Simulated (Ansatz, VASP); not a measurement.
Pt: VASP beside Ansatz

```
Pt
1.0
     5.08828    0.00000    0.00000
     0.00000    5.08828    0.00000
     0.00000    0.00000    5.08828
Pt
8
Cartesian
  5.0883 0.0000 5.0883
  2.5441 2.5441 2.5441
  1.2721 5.0883 2.5441
  3.8162 0.0000 2.5441
  2.5441 1.2721 0.0000
  2.5441 3.8162 5.0883
  0.0000 2.5441 1.2721
  0.0000 2.5441 3.8162
```

Alike in both runs: functional revPBE; k mesh 5 × 5 × 5; occupations fermi-dirac, width 0.1 eV; no spin polarisation.

Ansatz relaxed the structure, and its values are those at the end. VASP's run is a single point on that final structure, the one shown.

|  | VASP | Ansatz |
| --- | --- | --- |
| version | VASP 6.6.1 | Ansatz 0.2.0 |
| potentials or method | VASP PAW PBE potentials, release 64 (Pt), cutoff 520 eV | plane waves (420 eV) with PAW, scalar-relativistic |
| valence electrons in the cell | 80 | 144 |

```tsv
	VASP	Ansatz	Ansatz less VASP
pressure (GPa)	-0.5	0.0	+0.45
```

VASP's potentials were made for PBE, not for revPBE. VASP's potentials hold 80 valence electrons a cell and Ansatz's 144, so a difference there can come from the potentials and not from the codes.

Neither program's run includes spin-orbit coupling.
